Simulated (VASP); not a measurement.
A run of VASP 6.6.1 is set up as follows.

INCAR

```
  PREC = Accurate
  ENCUT = 600
  EDIFF = 1E-6
  ISMEAR = -1
  SIGMA = 0.1
  LREAL = F
  LASPH = T
  NELM = 80
  ALGO = Normal
  ISIF = 3
  LWAVE = F
  LCHARG = F
  IBRION = 2
  NSW = 80
  EDIFFG = -0.01
```

Contents of KPOINTS:

```
Automatic mesh
0
Gamma
  13 13 13
```

File POSCAR:

```
Se
1.0
   -1.7600399104      1.7600399104      1.7600399104
    1.7600399104     -1.7600399104      1.7600399104
    1.7600399104      1.7600399104     -1.7600399104
Se
1
Direct
    0.0000000000      0.0000000000      0.0000000000
```

Potentials or basis: VASP PAW LDA potentials, release 64 (Se).

Run with:

```console
$ cat potpaw_LDA.64/Se/POTCAR > POTCAR
$ mpirun -np 1 vasp_std > vasp.out
```

(1) Predict the band gap on the k mesh.

(2) What does it give for the relaxed cell?

## Answers

(1) zero (bands 3 and 4 overlap by 6.92 eV).

(2) a = 2.909 Å, b = 2.909 Å, c = 2.909 Å, α = 109.47°, β = 109.47°, γ = 109.47°.
